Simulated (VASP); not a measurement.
Write the native input for VASP 6.6.1 that does the following.

| Quantity | Value |
| --- | --- |
| Task | single point |
| Functional | r2SCAN |
| Potentials or basis | VASP PAW PBE potentials, release 64 (Li_sv, H) |
| Cutoff | 520 eV |
| k mesh | 10 × 10 × 10 |
| Occupations | gaussian, width 0.01 eV |
| Spin | no spin polarisation |
| Dipole correction | no |
| Further INCAR settings | ALGO = Normal; EDIFF = 1e-07; NBANDS = 9 |

Crystal: LiH.

```
Li H
1.0
    -0.09988    2.16687    2.16687
     2.16687   -0.09988    2.16687
     2.16687    2.16687   -0.09988
Li H
1 1
Direct
  0.99664 0.99664 0.99664
  0.25336 0.25336 0.25336
```

This cell differs from its parent crystal: epitaxial 111 strain +5.7%.

One way to write it, as run:

POSCAR

```
LiH
1.0
   -0.0998838136      2.1668666142      2.1668666142
    2.1668666142     -0.0998838136      2.1668666142
    2.1668666142      2.1668666142     -0.0998838136
Li H
1 1
Direct
   -0.0033600337     -0.0033600337     -0.0033600337
    0.2533600337      0.2533600337      0.2533600337
```

INCAR.step1

```
PREC = Accurate
ENCUT = 520
ISMEAR = 0
SIGMA = 0.01
LREAL = False
LASPH = True
NELM = 80
NBANDS = 9
GGA = PE
ALGO = Normal
EDIFF = 1E-4
LWAVE = True
LCHARG = False
```

INCAR.step2

```
PREC = Accurate
ENCUT = 520
EDIFF = 1E-7
ISMEAR = 0
SIGMA = 0.01
LREAL = False
LASPH = True
NELM = 80
ALGO = Normal
ISIF = 2
LWAVE = False
LCHARG = True
METAGGA = R2SCAN
LMIXTAU = True
LELF = True
LVHAR = True
NBANDS = 9
ISTART = 1
```

KPOINTS

```
Automatic mesh
0
Gamma
  10 10 10
```

Potentials or basis: VASP PAW PBE potentials, release 64 (Li_sv, H).

Run with:

```console
$ cat potpaw_PBE.64/Li_sv/POTCAR potpaw_PBE.64/H/POTCAR > POTCAR
$ cp INCAR.step1 INCAR
$ mpirun -np 1 vasp_std > vasp.out
$ cp INCAR.step2 INCAR
$ mpirun -np 1 vasp_std > vasp.out
```

Results of the run:

The largest force is 0.005 eV/Å. The band gap on the k mesh is 4.54 eV, indirect (least direct gap 5.47 eV).

Caveat: the cell differs from its parent crystal (epitaxial 111 strain +5.7%); the PAW data sets were made with another functional, which shifts forces and pressure a little.

It took 2.3 min on 1 thread of AMD EPYC 7R43 64-Core Processor (Zen 3), on a shared host, peak memory 0.11 GiB.
